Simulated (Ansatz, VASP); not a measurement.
# Two plane-wave programs on Sn

INCAR

```
ALGO = Fast
EDIFF = 1E-6
ENCUT = 520
GGA = PE
ISIF = 2
ISMEAR = 0
IVDW = 12
LASPH = T
LCHARG = T
LELF = T
LREAL = F
LVHAR = T
LWAVE = F
NBANDS = 13
NELM = 60
PREC = Accurate
SIGMA = 0.15
```

KPOINTS

```
k-points
0
Gamma
  24 24 24
```

Contents of POSCAR:

```
Sn
1.0
   -1.7544065426      1.7897059702      2.1674907457
    1.7544065426     -1.7897059702      2.1674907457
    1.7544065426      1.7897059702     -2.1674907457
Sn
1
Direct
    0.0000000000      0.0000000000      0.0000000000
```

Input for Ansatz:

```yaml
crystal:
  lattice:
    - [-1.7544065426, 1.7897059702, 2.1674907457]
    - [1.7544065426, -1.7897059702, 2.1674907457]
    - [1.7544065426, 1.7897059702, -2.1674907457]
  atoms:
    - { symbol: Sn, position: [0.0, 0.0, 0.0] }
basis:
  ecutwfc: 420
kpoints:
  mp_grid: { grid: [24, 24, 24] }
hamiltonian:
  xc: pbe
  dispersion: d3bj
scf:
  occupations: { method: gaussian, width: 0.15 }
output:
  forces: true
  stress: true
  eigenvalues: true
```

Change from the starting cell: strain +0.0200 x Voigt [0, 1, 0, 0, 0, 0], atoms carried along.

Alike in both runs: task single point; functional PBE; dispersion D3(BJ); k mesh 24 × 24 × 24; occupations gaussian, width 0.15 eV; no spin polarisation.

```csv
,VASP,Ansatz
version,VASP 6.6.1,Ansatz 0.2.0
potentials or method,"VASP PAW PBE potentials, release 64 (Sn_d), cutoff 520 eV","scalar-relativistic, plane waves, PAW"
valence electrons in the cell,14,14
```

```tsv
	VASP	Ansatz	Ansatz less VASP
gap on the k mesh at the Fermi level (eV)	none	none	-
pressure (GPa)	-1.0	-1.0	-0.01
traceless stress, the component that is largest in VASP (GPa)	0.10	0.10	+0.001
```

A gap of «none» marks a metal or a gap that the smearing closes.
